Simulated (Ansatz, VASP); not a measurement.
# One calculation of Zn4HO4, two programs

```
CELL_PARAMETERS angstrom
5.51481 0.00000 0.00000
0.00000 5.51481 0.00000
0.00000 0.00000 3.24301
ATOMIC_POSITIONS crystal
Zn 0.18207 0.18207 0.50000
Zn 0.81793 0.81793 0.50000
Zn 0.68207 0.31793 0.00000
Zn 0.31793 0.68207 0.00000
O 0.81800 0.18200 0.50000
O 0.18200 0.81800 0.50000
O 0.68200 0.68200 0.00000
O 0.31800 0.31800 0.00000
H 0.00004 0.28200 0.50000
```

Alike in both runs: task single point; functional PBEsol; k mesh 4 × 4 × 8; occupations gaussian, width 0.05 eV; no spin polarisation.

```csv
,VASP,Ansatz
version,VASP 6.6.1,Ansatz 0.2.0
potentials or method,"VASP PAW PBE potentials, release 64 (Zn, O_h, H_h), cutoff 1000 eV","scalar-relativistic, plane waves, PAW"
valence electrons in the cell,73,73
```

Ansatz gave:

```
gap on the k mesh at the Fermi level (eV) : none
rms of the force components (eV/Å)        : 3.879
```

Problem. Estimate VASP's values.

Solution. gap on the k mesh at the Fermi level (eV): none; rms of the force components (eV/Å): 3.930.

VASP's potentials were made for PBE, not for PBEsol, and Ansatz warns of the same on its side. Atom by atom the forces differ by 0.062 eV/Å (rms over components). A gap of «none» marks a metal or a gap that the smearing closes.
